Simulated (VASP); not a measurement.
InGa2O:

```xyz
4
Lattice="2.8375 0.0000 0.0000 0.0000 2.8375 0.0000 0.0000 0.0000 9.7704" Properties=species:S:1:pos:R:3 pbc="T T T"
In    0.0000    0.0000    4.8852
Ga    0.0000    0.0000    8.3193
Ga    0.0000    0.0000    1.4511
O     0.0000    0.0000    0.0000
```

| Item | Value |
| --- | --- |
| Program | VASP 6.6.1 |
| Task | relaxation of cell and atoms |
| Functional | PBE |
| Potentials or basis | VASP PAW PBE potentials, release 64 (In_d, Ga_d, O) |
| Cutoff | 600 eV |
| k mesh | 6 × 6 × 2 |
| Occupations | gaussian, width 0.1 eV |
| Spin | no spin polarisation |

At the start: pressure 41.4 GPa; volume 19.67 Å³/atom.

Problem. Where does the relaxation end?

Solution. Over 20 steps the energy falls by 1311.6 meV/atom and the volume is 23.87 Å³/atom (+21.4 %); space group P4/mmm (No. 123, to 0.05 Å).

The path:
```
step  energy change (eV)  largest force (eV/Å)  pressure (GPa)  volume (Å³)
   1              0.0000               19.7257           41.39        78.66
   2              1.8355                0.1268           -8.28       140.12
   3              1.1630                0.2992           -7.54       132.63
   4              0.6530                0.4715           -7.09       126.84
   5             -1.9244                1.6372           -6.46       102.18
   6             -3.7211                2.1043           -5.10        90.28
   7             -4.6156                1.7880           -1.07        84.44
   8             -4.9171                0.6367            2.59        81.54
   9             -4.9357                0.5237            5.25        80.10
  10             -4.9427                0.0627            4.17        80.62
  11             -4.9428                0.1007            4.29        80.58
  12             -5.1341                0.1353            2.54        85.92
  13             -5.2351                0.1746            0.50        93.16
  14             -5.2414                0.1972            0.19        95.06
  15             -5.2421                0.2071           -0.07        96.78
  16             -5.2425                0.2053            0.04        96.20
  17             -5.2429                0.1112           -0.56        96.42
  18             -5.2438                0.0328           -0.29        96.32
  19             -5.2457                0.0157           -0.16        95.88
  20             -5.2463                0.0017           -0.03        95.49
```

Final structure:
```xyz
4
Lattice="3.1219 0.0000 0.0000 0.0000 3.1219 0.0000 0.0000 0.0000 9.7979" Properties=species:S:1:pos:R:3 pbc="T T T"
In    0.0000    0.0000    4.8990
Ga    3.1219    0.0000    8.0094
Ga    0.0000    0.0000    1.7886
O     0.0000    0.0000    0.0000
```

Caveat: the k points lie up to 0.34 Å⁻¹ apart in the final cell; the volume moved by over 15 % at a fixed basis, so the end points are rough; an odd number of electrons without spin polarisation forces a metal; a magnetic or distorted state may lie lower.
